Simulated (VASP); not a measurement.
# Zr4ScO (F-43m) in VASP: relaxation of cell and atoms with PBE

Aim: the relaxation of cell and atoms of Zr4ScO with PBE.

Everything below comes from runs of VASP 6.6.1. Logs are shortened: lines on timing, memory, paths and dates and some standing lists are left out, and cuts for length are marked.

### Step 1. The cell of the first run

It takes space group F-43m (No. 216, cubic). The conventional cell has a = 8.986 Å, b = 8.986 Å, c = 8.986 Å, α = 90.00°, β = 90.00°, γ = 90.00°. Within 2.8 Å of Zr (site symmetry 3m) lie 1 O at 2.08 Å. Sc (site symmetry -43m) has 12 Zr at 3.70 Å and 6 O at 4.49 Å within 4.9 Å. Within 2.8 Å of O (site symmetry -43m) lie 4 Zr at 2.08 Å.

The cell was generated, and may not be a known phase.

### Step 2. Relaxation of cell and atoms, PBE

INCAR

```
PREC     = Accurate       # precision mode
ENCUT    = 600            # plane-wave cutoff, eV
EDIFF    = 1E-7           # SCF threshold, eV
ISMEAR   = 0              # smearing method
SIGMA    = 0.1            # smearing width, eV
LREAL    = False          # projectors in reciprocal space
LASPH    = True           # aspherical terms in the spheres
NELM     = 120            # most SCF steps
ALGO     = Normal         # electronic algorithm
ISIF     = 3              # what is computed and relaxed
LWAVE    = False          # write WAVECAR
LCHARG   = False          # write CHGCAR
GGA      = PE             # functional
IBRION   = 2              # ionic algorithm
NSW      = 100            # ionic steps
EDIFFG   = -0.01          # ionic threshold
GGA_COMPAT= False        
NELMIN   = 4
```

KPOINTS

```
regular mesh
0
Gamma
  8 8 8
```

POSCAR

```
Zr4ScO
1.0
    0.0000000000      4.4927917547      4.4927917547
    4.4927917547      0.0000000000      4.4927917547
    4.4927917547      4.4927917547      0.0000000000
Zr Sc O
4 1 1
Direct
    0.3838977568      0.8483067297      0.3838977568
    0.3838977568      0.3838977568      0.3838977568
    0.8483067297      0.3838977568      0.3838977568
    0.3838977568      0.3838977568      0.8483067297
    0.7500000000      0.7500000000      0.7500000000
    0.2500000000      0.2500000000      0.2500000000
```

Potentials or basis: VASP PAW PBE potentials, release 64 (Zr_sv, Sc_sv, O).

The run is started by

```console
> cat potpaw_PBE.64/Zr_sv/POTCAR potpaw_PBE.64/Sc_sv/POTCAR potpaw_PBE.64/O/POTCAR > POTCAR
> mpirun -np 1 vasp_std > vasp.out
```

OUTCAR:

```text
PREC = Accurate
   ENCUT = 600
   EDIFF = 1E-7
   ISMEAR = 0
   LREAL = False
   LASPH = True
   NELM = 120
   ISIF = 3
   GGA = PE
   IBRION = 2
   NSW = 100
   EDIFFG = -0.01
   NELMIN = 4

 ion  position               nearest neighbor table
   1  0.384  0.848  0.384-   6 2.08   3 2.95   4 2.95   2 2.95   2 3.40   4 3.40   3 3.40
   2  0.384  0.384  0.384-   6 2.08   3 2.95   4 2.95   1 2.95   4 3.40   1 3.40   3 3.40
   3  0.848  0.384  0.384-   6 2.08   2 2.95   4 2.95   1 2.95   4 3.40   1 3.40   2 3.40
   4  0.384  0.384  0.848-   6 2.08   2 2.95   3 2.95   1 2.95   2 3.40   1 3.40   3 3.40
   5  0.750  0.750  0.750-
   6  0.250  0.250  0.250-   1 2.08   3 2.08   4 2.08   2 2.08

  LATTYP: Found a face centered cubic cell.
 ALAT       =     8.9855835094

  Lattice vectors:

 A1 = (   0.0000000000,   4.4927917547,   4.4927917547)
 A2 = (   4.4927917547,   0.0000000000,   4.4927917547)
 A3 = (   4.4927917547,   4.4927917547,   0.0000000000)

Analysis of symmetry for initial positions (statically):
=====================================================================
 Subroutine PRICEL returns:
 Original cell was already a primitive cell.

 Routine SETGRP: Setting up the symmetry group for a
 face centered cubic supercell.

 Subroutine GETGRP returns: Found 24 space group operations
 (whereof 24 operations were pure point group operations)
 out of a pool of 48 trial point group operations.

The static configuration has the point symmetry T_d .

Analysis of symmetry for dynamics (positions and initial velocities):
=====================================================================
 Subroutine PRICEL returns:
 Original cell was already a primitive cell.

 Routine SETGRP: Setting up the symmetry group for a
 face centered cubic supercell.

 Subroutine GETGRP returns: Found 24 space group operations
 (whereof 24 operations were pure point group operations)
 out of a pool of 48 trial point group operations.

The dynamic configuration has the point symmetry T_d .

 Subroutine INISYM returns: Found 24 space group operations
 (whereof 24 operations are pure point group operations),
 and found     1 'primitive' translations

----------------------------------------------------------------------------------------

                                     Primitive cell

  volume of cell :     181.3756

  direct lattice vectors                    reciprocal lattice vectors
     0.000000000  4.492791755  4.492791755    -0.111289378  0.111289378  0.111289378
     4.492791755  0.000000000  4.492791755     0.111289378 -0.111289378  0.111289378
     4.492791755  4.492791755  0.000000000     0.111289378  0.111289378 -0.111289378

  length of vectors
     6.353767032  6.353767032  6.353767032     0.192758857  0.192758857  0.192758857

  position of ions in fractional coordinates (direct lattice)
     0.383897757  0.848306730  0.383897757
     0.383897757  0.383897757  0.383897757
     0.848306730  0.383897757  0.383897757
     0.383897757  0.383897757  0.848306730
     0.750000000  0.750000000  0.750000000
     0.250000000  0.250000000  0.250000000

  ion indices of the primitive-cell ions
   primitive index   ion index
                 1           1
                 2           2
                 3           3
                 4           4
                 5           5
                 6           6

----------------------------------------------------------------------------------------

 KPOINTS: regular mesh

Automatic generation of k-mesh.
 Grid dimensions read from file:
 generate k-points for:    8    8    8

 Generating k-lattice:

  Cartesian coordinates                     Fractional coordinates (reciprocal lattice)
    -0.013911172  0.013911172  0.013911172     0.125000000  0.000000000  0.000000000
     0.013911172 -0.013911172  0.013911172     0.000000000  0.125000000  0.000000000
     0.013911172  0.013911172 -0.013911172     0.000000000  0.000000000  0.125000000

  Length of vectors
     0.024094857  0.024094857  0.024094857

  Shift w.r.t. Gamma in fractional coordinates (k-lattice)
     0.000000000  0.000000000  0.000000000

 Subroutine IBZKPT returns following result:
 ===========================================

 Found     29 irreducible k-points:

 Following reciprocal coordinates:
            Coordinates               Weight
  0.000000  0.000000  0.000000      1.000000
  0.125000  0.000000  0.000000      8.000000
  0.250000  0.000000  0.000000      8.000000
  0.375000  0.000000  0.000000      8.000000
  0.500000  0.000000  0.000000      4.000000
  0.125000  0.125000  0.000000      6.000000
[... 16 lines left out ...]
  0.500000  0.250000  0.125000     48.000000
 -0.375000  0.250000  0.125000     24.000000
 [... further k-points ...]
   k-points           NKPTS =     29   k-points in BZ     NKDIM =     29   number of bands    NBANDS=     39
   number of dos      NEDOS =    301   number of ions     NIONS =      6
   total plane-waves  NPLWV = 157464
   dimension x,y,z NGX =    54 NGY =   54 NGZ =   54
   dimension x,y,z NGXF=   108 NGYF=  108 NGZF=  108
   ions per type =               4   1   1
   NGX,Y,Z   is equivalent  to a cutoff of  14.13, 14.13, 14.13 a.u.
   NGXF,Y,Z  is equivalent  to a cutoff of  28.26, 28.26, 28.26 a.u.
 SYSTEM =  unknown system
   PREC   = accura    normal or accurate (medium, high low for compatibility)
   ISTART =      0    job   : 0-new  1-cont  2-samecut
   ICHARG =      2    charge: 1-file 2-atom 10-const
   ISPIN  =      1    spin polarized calculation?
   LNONCOLLINEAR =      F non collinear calculations
   LSORBIT =      F    spin-orbit coupling
   LASPH  =      T    aspherical Exc in radial PAW
   ENCUT  =  600.0 eV  44.10 Ry    6.64 a.u.  12.69 12.69 12.69*2*pi/ulx,y,z
   NELM   =    120;   NELMIN=  4; NELMDL= -5     # of ELM steps
   EDIFF  = 0.1E-06   stopping-criterion for ELM
   LREAL  =      F    real-space projection
   EDIFFG = -.1E-01   stopping-criterion for IOM
   NSW    =    100    number of steps for IOM
   IBRION =      2    ionic relax: 0-MD 1-quasi-New 2-CG
   NFREE  =      1    steps in history (QN), initial steepest desc. (CG)
   ISIF   =      3    stress and relaxation
   ISYM   =      2    0-nonsym 1-usesym 2-fastsym
   POTIM  = 0.5000    time-step for ionic-motion
   TEBEG  =    0.0;   TEEND  =   0.0 temperature during run
   PSTRESS=    0.0 pullay stress
   NELECT =      65.0000    total number of electrons
   NUPDOWN=      -1.0000    fix difference up-down
   EMIN   =  10.00;   EMAX   =-10.00  energy-range for DOS
   EFERMI =   0.00;   METHOD = LEGACY
   ISMEAR =     0;   SIGMA  =   0.10  broadening in eV -4-tet -1-fermi 0-gaus
   EFERMI_NEDOS =   21; number of points for ismear=-14 and -15
   IALGO  =     38    algorithm
   IMIX   =      4    mixing-type and parameters
     AMIX     =   0.40;   BMIX     =  1.00
     AMIX_MAG =   1.60;   BMIX_MAG =  1.00
  volume/ion in A,a.u.               =      30.23       204.00
  Fermi-wavevector in a.u.,A,eV,Ry     =   1.162839  2.197447 18.397730  1.352195
  Thomas-Fermi vector in A             =   2.299396
   LORBIT       =      0    0 simple, 1 ext, 2 COOP (PROOUT), +10 PAW based schemes
   GGA     = PE    functional components
   LHFCALC =     F    Hartree Fock is set to
   AEXX    =    0.0000 exact exchange contribution
   IVDW    =     0    specifies the selected vdW correction
   LEPSILON=     F    determine dielectric tensor
   LRPA    =     F    only Hartree local field effects (RPA)
 conjugate gradient relaxation of ions
 non-spin polarized calculation
 Gauss-broadening in eV      SIGMA  =   0.10
  energy-cutoff  :      600.00
  volume of cell :      181.38
 maximum number of plane-waves:      6077
 NGX is ok and might be reduce to    54
   NGX = 25   NGY = 25   NGZ = 25

--------------------------------------- Ionic step        1  -------------------------------------------

 number of electron      65.0000000 magnetization

 Free energy of the ion-electron system (eV)
  ---------------------------------------------------
  ext. energy  EPLUGINS =         0.00000000
  ---------------------------------------------------
  free energy    TOTEN  =       -44.96447204 eV

  energy without entropy =      -44.92736854  energy(sigma->0) =      -44.94592029

------------------------ aborting loop because EDIFF is reached ----------------------------------------

  FORCE on cell =-STRESS in cart. coord.  units (eV):
  Direction    XX          YY          ZZ          XY          YZ          ZX
  --------------------------------------------------------------------------------------
  -------------------------------------------------------------------------------------
  Total        0.0009089      0.0009089      0.0009089     -0.0000000      0.0000000     -0.0000000
  in kB        0.0080289      0.0080289      0.0080289     -0.0000000      0.0000000     -0.0000000
  external PRESSURE =       0.0080289 kB  Pullay stress =       0.0000000 kB
[... 65 lines left out ...]
  energy  without entropy=      -44.9275325244  energy(sigma->0) =      -44.94606642

--------------------------------------- Ionic step        3  -------------------------------------------

 number of electron      65.0000000 magnetization

 Free energy of the ion-electron system (eV)
  ---------------------------------------------------
  ext. energy  EPLUGINS =         0.00000000
  ---------------------------------------------------
  free energy    TOTEN  =       -44.96466750 eV

  energy without entropy =      -44.92758770  energy(sigma->0) =      -44.94612760

 E-fermi :   4.1212     XC(G=0):  -8.9409

 val. band max:        4.0954500938   @ k =  -0.2500   0.1250   0.0000
 cond. band min:       4.1285742370   @ k =   0.3750   0.2500   0.1250
 fundamental gap:      0.0331241432
 Fermi energy:         4.1211805358

 k-point     1 :       0.0000    0.0000    0.0000
  band No.  band energies     occupation
      1     -46.0731      2.00000
      2     -44.7534      2.00000
      3     -44.6067      2.00000
      4     -44.6067      2.00000
      5     -44.6067      2.00000
      6     -24.6325      2.00000
[... 997 lines left out ...]
     38       5.5196      0.00000
     39       5.6911      0.00000

 [... further k-points ...]
[... 5 lines left out ...]
  --------------------------------------------------------------------------------------
  -------------------------------------------------------------------------------------
  Total       -0.0068169     -0.0068169     -0.0068169     -0.0000000      0.0000000     -0.0000000
  in kB       -0.0602159     -0.0602159     -0.0602159     -0.0000000      0.0000000     -0.0000000
  external PRESSURE =      -0.0602159 kB  Pullay stress =       0.0000000 kB
[... 21 lines left out ...]
  FREE ENERGIE OF THE ION-ELECTRON SYSTEM (eV)
  ---------------------------------------------------
  free  energy   TOTEN  =       -44.9646674975 eV

  energy  without entropy=      -44.9275877034  energy(sigma->0) =      -44.94612760

 reached required accuracy - stopping structural energy minimisation
```

It took 16 min on 1 thread of Oxide Virtual Turin-like, shared host; peak memory 0.54 GiB.

What came out:

```yaml
Free_energy: -44.9647 eV
Energy_gained_by_relaxing: 0.0 meV/atom
Ionic_steps: 3
Pressure_after_relaxing: 0.0 GPa
Band_gap_on_the_k_mesh: zero (an odd number of electrons rules out a gap without spin polarisation)
```

Step by step:
```tsv
step	energy change (eV)	largest force (eV/Å)	pressure (GPa)	volume (Å³)
1	0.0000	0.0566	0.00	181.38
2	-0.0001	0.0335	-0.01	181.38
3	-0.0002	0.0002	-0.01	181.38
```

Final structure:
```yaml
crystal:
  lattice:
    - [0.00000, 4.49281, 4.49281]
    - [4.49281, 0.00000, 4.49281]
    - [4.49281, 4.49281, 0.00000]
  atoms:
    - { symbol: Zr, position: [0.38401, 0.84797, 0.38401] }
    - { symbol: Zr, position: [0.38401, 0.38401, 0.38401] }
    - { symbol: Zr, position: [0.84797, 0.38401, 0.38401] }
    - { symbol: Zr, position: [0.38401, 0.38401, 0.84797] }
    - { symbol: Sc, position: [0.75000, 0.75000, 0.75000] }
    - { symbol: O, position: [0.25000, 0.25000, 0.25000] }
```

Caveat: an odd number of electrons without spin polarisation forces a metal; a magnetic or distorted state may lie lower.

The gap in the log of VASP goes by the Fermi energy; the results here count the filled bands.